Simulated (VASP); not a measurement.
The system is AlFe.

```
Al Fe
1.0
     2.91000    0.00000    0.00000
     0.00000    2.91000    0.00000
     0.00000    0.00000    2.91000
Al Fe
1 1
Direct
  0.00000 0.00000 0.00000
  0.50000 0.50000 0.50000
```

Base run:

| Item | Value |
| --- | --- |
| Program | VASP 6.6.1 |
| Functional | PBE |
| Potentials or basis | VASP PAW PBE potentials, release 64 (Al, Fe) |
| Cutoff | 600 eV |
| k mesh | 11 × 11 × 11 |
| Occupations | fermi-dirac, width 0.1 eV |
| Spin | collinear spin, ferromagnetic start |
| Starting moments | [0.0, 0.5] μB |
| Fixed moment | 0.5 μB |

Its results: pressure -6.1 GPa; site moments Al -0.02; Fe +0.54 μB.

Q: After a change of settings the same cell gave: pressure -4.3 GPa; site moments Al -0.03; Fe +1.01 μB. Which change was it?
A. fixed moment from 0.5 μB to 0.61 μB; moments at the start from [0.0, 0.5] to [0.0, 0.61]
B. fixed moment from 0.5 μB to 0.78 μB; moments at the start from [0.0, 0.5] to [0.0, 0.78]
C. fixed moment from 0.5 μB to none; moments at the start from [0.0, 0.5] to [0.0, 0.8]
D. fixed moment from 0.5 μB to 0.96 μB; moments at the start from [0.0, 0.5] to [0.0, 0.96]

A: D.

Caveats: the total moment is fixed, so each spin has its own Fermi level.
